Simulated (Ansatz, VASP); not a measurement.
**Two plane-wave programs on Ge**

```
Ge
1.0
     1.39715   -2.63952    0.00000
     1.39715    2.63952    0.00000
     0.00000    0.00000    2.69823
Ge
1
Direct
  0.50000 0.50000 0.00000
```

Change from the starting cell: strain +0.0150 x Voigt [0, 1, 0, 0, 0, 0], atoms carried along.

Alike in both runs: task single point; functional PBEsol; k mesh 20 × 20 × 18; occupations gaussian, width 0.15 eV; no spin polarisation.

|  | VASP | Ansatz |
| --- | --- | --- |
| version | VASP 6.6.1 | Ansatz 0.2.0 |
| potentials or method | VASP PAW PBE potentials, release 64 (Ge_d), cutoff 520 eV | scalar-relativistic, plane waves, PAW |
| valence electrons in the cell | 14 | 14 |

VASP gave:

```
gap on the k mesh at the Fermi level (eV)                     : none
pressure (GPa)                                                : -5.0
traceless stress, the component that is largest in VASP (GPa) : -1.38
```

Problem. Estimate Ansatz's values.

Solution. gap on the k mesh at the Fermi level (eV): none; pressure (GPa): -4.8; traceless stress, the component that is largest in VASP (GPa): -1.40.

VASP's potentials were made for PBE, not for PBEsol. A gap of «none» marks a metal or a gap that the smearing closes.
